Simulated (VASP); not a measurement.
# GaAs (scanat) (F-43m) in VASP: single point with r2SCAN

Aim: the single point of GaAs (scanat) with r2SCAN.

Program: VASP 6.6.1. These are calculated values, not measurements. Logs are shortened: lines on timing, memory, paths and dates and some standing lists are left out, and cuts for length are marked.

### 1 The cell of the first run

Symmetry: F-43m, No. 216, cubic system. Conventional cell: a = 5.660 Å, b = 5.660 Å, c = 5.660 Å, α = 90.00°, β = 90.00°, γ = 90.00°. Within 3.2 Å of Ga (site symmetry -43m) lie 4 As at 2.45 Å. As (site symmetry -43m) has 4 Ga at 2.45 Å within 3.2 Å.

### 2 Single point, r2SCAN

Contents of POSCAR:

```
GaAs
1.0
    0.0000000000      2.8297573507      2.8297573507
    2.8297573507      0.0000000000      2.8297573507
    2.8297573507      2.8297573507      0.0000000000
Ga As
1 1
Direct
    0.0000000000      0.0000000000      0.0000000000
    0.7500000000      0.7500000000      0.7500000000
```

Contents of INCAR.step1:

```
ALGO = Normal
EDIFF = 1E-4
ENCUT = 520
GGA = PE
ISMEAR = 0
LASPH = True
LCHARG = False
LREAL = False
LWAVE = True
NBANDS = 16
NELM = 60
PREC = Accurate
SIGMA = 0.01
```

Contents of INCAR.step2:

```
ALGO = Normal
EDIFF = 1E-6
ENCUT = 520
ISIF = 2
ISMEAR = 0
ISTART = 1
LASPH = True
LCHARG = False
LMIXTAU = True
LREAL = False
LWAVE = False
METAGGA = R2SCAN
NBANDS = 16
NELM = 60
PREC = Accurate
SIGMA = 0.01
```

Contents of KPOINTS:

```
k-points
0
Gamma
  10 10 10
```

Potentials or basis: VASP PAW PBE potentials, release 64 (Ga_d, As).

Run with:

```console
cat potpaw_PBE.64/Ga_d/POTCAR potpaw_PBE.64/As/POTCAR > POTCAR
cp INCAR.step1 INCAR
mpirun -np 1 vasp_std > vasp.out
cp INCAR.step2 INCAR
mpirun -np 1 vasp_std > vasp.out
```

OUTCAR:

```text
EDIFF = 1E-6
   ENCUT = 520
   ISIF = 2
   ISMEAR = 0
   ISTART = 1
   LASPH = True
   LREAL = False
   METAGGA = R2SCAN
   NELM = 60
   PREC = Accurate

 ion  position               nearest neighbor table
   1  0.000  0.000  0.000-   2 2.45   2 2.45   2 2.45   2 2.45
   2  0.750  0.750  0.750-   1 2.45   1 2.45   1 2.45   1 2.45

  LATTYP: Found a face centered cubic cell.
 ALAT       =     5.6595147014

  Lattice vectors:

 A1 = (   0.0000000000,   2.8297573507,   2.8297573507)
 A2 = (   2.8297573507,   0.0000000000,   2.8297573507)
 A3 = (   2.8297573507,   2.8297573507,   0.0000000000)

Analysis of symmetry for initial positions (statically):
=====================================================================
 Subroutine PRICEL returns:
 Original cell was already a primitive cell.

 Routine SETGRP: Setting up the symmetry group for a
 face centered cubic supercell.

 Subroutine GETGRP returns: Found 24 space group operations
 (whereof 24 operations were pure point group operations)
 out of a pool of 48 trial point group operations.

The static configuration has the point symmetry T_d .

Analysis of symmetry for dynamics (positions and initial velocities):
=====================================================================
 Subroutine PRICEL returns:
 Original cell was already a primitive cell.

 Routine SETGRP: Setting up the symmetry group for a
 face centered cubic supercell.

 Subroutine GETGRP returns: Found 24 space group operations
 (whereof 24 operations were pure point group operations)
 out of a pool of 48 trial point group operations.

The dynamic configuration has the point symmetry T_d .

 Subroutine INISYM returns: Found 24 space group operations
 (whereof 24 operations are pure point group operations),
 and found     1 'primitive' translations

----------------------------------------------------------------------------------------

                                     Primitive cell

  volume of cell :      45.3187

  direct lattice vectors                    reciprocal lattice vectors
     0.000000000  2.829757351  2.829757351    -0.176693595  0.176693595  0.176693595
     2.829757351  0.000000000  2.829757351     0.176693595 -0.176693595  0.176693595
     2.829757351  2.829757351  0.000000000     0.176693595  0.176693595 -0.176693595
[... 68 lines left out ...]
   total plane-waves  NPLWV =  27000
   dimension x,y,z NGX =    30 NGY =   30 NGZ =   30
   dimension x,y,z NGXF=    60 NGYF=   60 NGZF=   60
   ions per type =               1   1
   NGX,Y,Z   is equivalent  to a cutoff of  12.46, 12.46, 12.46 a.u.
   NGXF,Y,Z  is equivalent  to a cutoff of  24.93, 24.93, 24.93 a.u.
 SYSTEM =  unknown system
   PREC   = accura    normal or accurate (medium, high low for compatibility)
   ISTART =      1    job   : 0-new  1-cont  2-samecut
   ICHARG =      0    charge: 1-file 2-atom 10-const
   ISPIN  =      1    spin polarized calculation?
   LNONCOLLINEAR =      F non collinear calculations
   LSORBIT =      F    spin-orbit coupling
   LASPH  =      T    aspherical Exc in radial PAW
   ENCUT  =  520.0 eV  38.22 Ry    6.18 a.u.   7.44  7.44  7.44*2*pi/ulx,y,z
   NELM   =     60;   NELMIN=  2; NELMDL=  0     # of ELM steps
   EDIFF  = 0.1E-05   stopping-criterion for ELM
   LREAL  =      F    real-space projection
[... 7 lines left out ...]
   TEBEG  =    0.0;   TEEND  =   0.0 temperature during run
   PSTRESS=    0.0 pullay stress
   NELECT =      18.0000    total number of electrons
   NUPDOWN=      -1.0000    fix difference up-down
   EMIN   =  10.00;   EMAX   =-10.00  energy-range for DOS
   EFERMI =   0.00;   METHOD = LEGACY
   ISMEAR =     0;   SIGMA  =   0.01  broadening in eV -4-tet -1-fermi 0-gaus
   EFERMI_NEDOS =   21; number of points for ismear=-14 and -15
   IALGO  =     38    algorithm
   IMIX   =      4    mixing-type and parameters
     AMIX     =   0.40;   BMIX     =  1.00
     AMIX_MAG =   1.60;   BMIX_MAG =  1.00
  volume/ion in A,a.u.               =      22.66       152.91
  Fermi-wavevector in a.u.,A,eV,Ry     =   1.203390  2.274078 19.703249  1.448148
  Thomas-Fermi vector in A             =   2.339145
   LORBIT       =      0    0 simple, 1 ext, 2 COOP (PROOUT), +10 PAW based schemes
   METAGGA = R2SCAN    functional components
   LHFCALC =     F    Hartree Fock is set to
   AEXX    =    0.0000 exact exchange contribution
   IVDW    =     0    specifies the selected vdW correction
   LEPSILON=     F    determine dielectric tensor
   LRPA    =     F    only Hartree local field effects (RPA)
 non-spin polarized calculation
 Gauss-broadening in eV      SIGMA  =   0.01
  energy-cutoff  :      520.00
  volume of cell :       45.32
 maximum number of plane-waves:      1243
 NGX is ok and might be reduce to    30
   NGX = 15   NGY = 15   NGZ = 15

 number of electron      17.9999993 magnetization

 Free energy of the ion-electron system (eV)
  ---------------------------------------------------
  ext. energy  EPLUGINS =         0.00000000
  ---------------------------------------------------
  free energy    TOTEN  =       -27.05592410 eV

  energy without entropy =      -27.05592410  energy(sigma->0) =      -27.05592410

 E-fermi :   3.7810     XC(G=0): -10.2410

 val. band max:        3.6489167545   @ k =   0.0000   0.0000   0.0000
 cond. band min:       4.6209006578   @ k =   0.0000   0.0000   0.0000
 fundamental gap:      0.9719839033
 Fermi energy:         3.7809785963

 k-point     1 :       0.0000    0.0000    0.0000
  band No.  band energies     occupation
      1     -11.5793      2.00000
      2     -11.5793      2.00000
      3     -11.5793      2.00000
      4     -11.4906      2.00000
      5     -11.4906      2.00000
      6      -9.5386      2.00000
[... 433 lines left out ...]
      3     -11.5393      2.00000
      4     -11.5091      2.00000
      5     -11.4804      2.00000
      6      -7.7248      2.00000
[... 8 lines left out ...]
     15      16.5293      0.00000
     16      17.2202      0.00000

 [... further k-points ...]
[... 5 lines left out ...]
  --------------------------------------------------------------------------------------
  -------------------------------------------------------------------------------------
  Total        0.1156622      0.1156622      0.1156622      0.0000000      0.0000000     -0.0000000
  in kB        4.0890696      4.0890696      4.0890696      0.0000000      0.0000000     -0.0000000
  external PRESSURE =       4.0890696 kB  Pullay stress =       0.0000000 kB

 VOLUME and BASIS-vectors are now :
 -----------------------------------------------------------------------------
  energy-cutoff  :      520.00
  volume of cell :       45.32
      direct lattice vectors                 reciprocal lattice vectors
     0.000000000  2.829757351  2.829757351    -0.176693595  0.176693595  0.176693595
     2.829757351  0.000000000  2.829757351     0.176693595 -0.176693595  0.176693595
     2.829757351  2.829757351  0.000000000     0.176693595  0.176693595 -0.176693595

 POSITION                                       TOTAL-FORCE (eV/Angst)
 -----------------------------------------------------------------------------------
      0.00000      0.00000      0.00000         0.000000      0.000000      0.000000
      4.24464      4.24464      4.24464        -0.000000     -0.000000     -0.000000
 -----------------------------------------------------------------------------------
    total drift:                               -0.000001     -0.000001     -0.000001

  FREE ENERGIE OF THE ION-ELECTRON SYSTEM (eV)
  ---------------------------------------------------
  free  energy   TOTEN  =       -27.0559241004 eV

  energy  without entropy=      -27.0559241004  energy(sigma->0) =      -27.05592410
```

OUTCAR.step1:

```text
EDIFF = 1E-4
   ENCUT = 520
   GGA = PE
   ISMEAR = 0
   LASPH = True
[... 677 lines left out ...]
 -----------------------------------------------------------------------------------
      0.00000      0.00000      0.00000         0.000000     -0.000000     -0.000000
      4.24464      4.24464      4.24464        -0.000000      0.000000      0.000000
 -----------------------------------------------------------------------------------
    total drift:                               -0.000002     -0.000002     -0.000002

  FREE ENERGIE OF THE ION-ELECTRON SYSTEM (eV)
  ---------------------------------------------------
  free  energy   TOTEN  =        -8.2537443100 eV

  energy  without entropy=       -8.2537443100  energy(sigma->0) =       -8.25374431
```

OSZICAR.step1:

```text
N       E                     dE             d eps       ncg     rms          rms(c)
DAV:   1     0.841944648786E+02    0.84194E+02   -0.89480E+03  1512   0.155E+03
DAV:   2    -0.176059886497E+01   -0.85955E+02   -0.81681E+02  1704   0.309E+02
DAV:   3    -0.831132727181E+01   -0.65507E+01   -0.65281E+01  1840   0.661E+01
DAV:   4    -0.841125504153E+01   -0.99928E-01   -0.99913E-01  1840   0.905E+00
DAV:   5    -0.841265846232E+01   -0.14034E-02   -0.14034E-02  1872   0.978E-01    0.289E+00
DAV:   6    -0.827201829834E+01    0.14064E+00   -0.21038E-01  2280   0.789E+00    0.175E+00
DAV:   7    -0.825246397097E+01    0.19554E-01   -0.63079E-02  1904   0.181E+00    0.560E-01
DAV:   8    -0.825328607812E+01   -0.82211E-03   -0.10218E-02  1768   0.114E+00    0.108E-01
DAV:   9    -0.825367997680E+01   -0.39390E-03   -0.93537E-04  1856   0.359E-01    0.503E-02
DAV:  10    -0.825374430996E+01   -0.64333E-04   -0.59758E-05  1512   0.873E-02
   1 F= -.82537443E+01 E0= -.82537443E+01  d E =-.431229E-75
```

Wall time 98 s (1 thread of Intel Xeon Platinum 8375C at 2.90GHz (Ice Lake), shared host); peak memory 0.19 GiB.

Results:

| Item | Value |
| --- | --- |
| Free energy | -27.0559 eV |
| Pressure | 0.4 GPa |
| Band gap on the k mesh | 0.97 eV, direct |

Caveat: the PAW data sets were made with another functional, which shifts forces and pressure a little. A k mesh can miss the band edges.
